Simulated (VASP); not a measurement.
Au: single point with SVWN5

Au:

```
Au
1.0
     0.00000    2.03500    2.03500
     2.03500    0.00000    2.03500
     2.03500    2.03500    0.00000
Au
1
Direct
  0.00000 0.00000 0.00000
```

```yaml
Program: VASP 6.6.1
Task: single point
Functional: SVWN5
Potentials_or_basis: VASP PAW PBE potentials, release 64 (Au)
Cutoff: 520 eV
k_mesh: 11 × 11 × 11
Occupations: fermi-dirac, width 0.05 eV
Spin: no spin polarisation
```

- Pressure: -3.5 GPa

Levels at points of the mesh, in eV from the Fermi level:
| k point | band 3 | band 4 | band 5 | band 6 | band 7 | band 8 | band 9 | band 10 |
| --- | --- | --- | --- | --- | --- | --- | --- | --- |
| (0.00, 0.00, 0.00) | -4.75 | -4.75 | -3.18 | -3.18 | 14.60 | 18.58 | 18.58 | 18.58 |

Wall time 6.8 s on 1 thread of Intel Xeon 6975P-C (shared host), peak memory 0.14 GiB.

Caveat: the PAW data sets were made with another functional, which shifts forces and pressure a little; spin-orbit coupling is left out, which moves the levels of the heavy elements.
